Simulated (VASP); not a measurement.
Here is a VASP 6.6.1 calculation.

Contents of INCAR:

```
PREC = Accurate
ENCUT = 520
EDIFF = 1E-7
ISMEAR = 0
SIGMA = 0.1
LREAL = False
LASPH = True
NELM = 60
ALGO = Normal
ISIF = 2
LWAVE = False
LCHARG = False
GGA = PE
NBANDS = 28
```

KPOINTS

```
Automatic mesh
0
Gamma
  6 6 6
```

File POSCAR:

```
HfSiO4
1.0
    0.0000000000      3.4054859027      3.9923174023
    2.5742614674      0.0000000000      3.9923174023
    2.5742614674      3.4054859027      0.0000000000
Hf Si O
1 1 4
Direct
    0.7500000000      0.7500000000      0.7500000000
    0.5000000000      0.5000000000      0.5000000000
    0.7449694530      0.2550305470      0.7449694530
    0.2550305470      0.7449694530      0.2550305470
    0.7125998746      0.7125998746      0.2874001254
    0.2874001254      0.2874001254      0.7125998746
```

Potentials or basis: VASP PAW PBE potentials, release 64 (Hf_pv, Si, O).

Run with:

```console
$ cat potpaw_PBE.64/Hf_pv/POTCAR potpaw_PBE.64/Si/POTCAR potpaw_PBE.64/O/POTCAR > POTCAR
$ mpirun -np 1 vasp_std > vasp.out
```

**Question.** Predict the band gap on the k mesh.

**Answer.** 1.03 eV, direct.

**Question.** Predict the largest force.

**Answer.** 0.098 eV/Å.

**Question.** What does it give for the pressure?

**Answer.** -1.2 GPa.

Forces in eV/Å, atoms in the order of the input:
```
Hf   0.000  0.000  0.000
Si   0.000  0.000  0.000
O    0.000  0.080  0.000
O    0.000 -0.080  0.000
O    0.000  0.000  0.098
O    0.000  0.000 -0.098
```

Caveat: spin-orbit coupling is left out, which moves the levels of the heavy elements. A k mesh can miss the band edges.
